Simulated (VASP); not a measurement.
A run of VASP 6.6.1:

Contents of INCAR:

```
SYSTEM = ZrC
ALGO = Normal ; EDIFF = 1E-6
EDIFFG = -0.025 ; ENCUT = 600
GGA = PE ; IBRION = 2
ISIF = 3 ; ISMEAR = 0
LASPH = .True. ; LCHARG = .False.
LREAL = .False. ; LWAVE = .False.
NELM = 80 ; NSW = 80
PREC = Accurate ; SIGMA = 0.2
```

File KPOINTS:

```
k-points
0
Gamma
  8 8 8
  0 0 0
```

The input POSCAR:

```
ZrC
1.0
   -0.0355630490     -2.2380939094     -2.2875153979
   -2.2745664161     -0.0145132732     -2.3085651737
    2.4131303915      2.4398072123     -4.7411810496
Zr C
2 2
Direct
    0.3086380250      0.2887137156      0.2247570042
    0.6649017974      0.7899052932      0.7676593605
    0.5350446310      0.4614013292      0.4926074008
    0.9914155465      0.9599796620      1.0149762345
```

Potentials or basis: VASP PAW PBE potentials, release 64 (Zr_sv, C).

Run with:

```sh
$ cat potpaw_PBE.64/Zr_sv/POTCAR potpaw_PBE.64/C/POTCAR > POTCAR
$ mpirun -np 1 vasp_std > vasp.out
```

Hardware: 1 thread of Intel(R) Xeon(R) 6975P-C (Granite Rapids), with other jobs on the host.

Q: Estimate the wall time of this run.

A: It took 19 min on 1 thread of Intel(R) Xeon(R) 6975P-C (Granite Rapids), with other jobs on the host, peak memory 0.44 GiB. Counts: scf iterations 117, k points 260, ion steps 14.
